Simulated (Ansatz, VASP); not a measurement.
# H: VASP beside Ansatz

Contents of INCAR:

```
SYSTEM = H
PREC = Accurate ; ENCUT = 1230
EDIFF = 1E-7 ; ISMEAR = 0
SIGMA = 0.02 ; LREAL = .FALSE.
LASPH = .TRUE. ; NELM = 120
ALGO = Normal ; ISIF = 3
LWAVE = .FALSE. ; LCHARG = .FALSE.
GGA = PE ; IBRION = 2
NSW = 70 ; EDIFFG = -0.02
GGA_COMPAT = .FALSE. ; NELMIN = 4
```

The input KPOINTS:

```
regular mesh
0
G
  6 6 4
  0 0 0
```

File POSCAR:

```
H
1.0
    2.3784155789     -2.2540820768      0.0000000000
    2.3784155789      2.2540820768      0.0000000000
    0.0000000000      0.0000000000      4.5123637547
H
4
Direct
    0.9400013801      0.0599986199      0.0577145415
    0.4400013801      0.5599986199      0.4422854585
    0.5599986199      0.4400013801      0.5577145415
    0.0599986199      0.9400013801      0.9422854585
```

Input for Ansatz:

```yaml
crystal:
  lattice:
    - [2.3784155789, -2.2540820768, 0.0]
    - [2.3784155789, 2.2540820768, 0.0]
    - [0.0, 0.0, 4.5123637547]
  atoms:
    - { symbol: H, position: [0.9400013801, 0.0599986199, 0.0577145415] }
    - { symbol: H, position: [0.4400013801, 0.5599986199, 0.4422854585] }
    - { symbol: H, position: [0.5599986199, 0.4400013801, 0.5577145415] }
    - { symbol: H, position: [0.0599986199, 0.9400013801, 0.9422854585] }
basis:
  ecutwfc: 420
kpoints:
  mp_grid: { grid: [6, 6, 4] }
hamiltonian:
  xc: pbe
scf:
  occupations: { method: gaussian, width: 0.02 }
output:
  forces: true
  stress: true
  eigenvalues: true
relax:
  adjacent_minimum: "off"
  f_tol: 0.02
  max_steps: 50
  cell: { stress_tol: 0.03 }
```

Alike in both runs: task relaxation of cell and atoms; functional PBE; k mesh 6 × 6 × 4; occupations gaussian, width 0.02 eV; no spin polarisation.

```csv
,VASP,Ansatz
version,VASP 6.6.1,Ansatz 0.2.0
potentials or method,"VASP PAW PBE potentials, release 64 (H_h), cutoff 1230 eV","scalar-relativistic, plane waves, PAW"
valence electrons in the cell,4,4
```

```csv
,VASP,Ansatz,Ansatz less VASP
"gap on the k mesh at the Fermi level, each at its own relaxed structure (eV)",9.45,9.46,+0.007
relaxed volume (Å³/atom),14.98,15.53,+0.548
relaxed length of the cell vector where the two differ most in proportion (Å),4.852,4.916,+0.0646
```

Noted on VASP's run: the volume moved by over 15 % at a fixed basis, so the end points are rough.
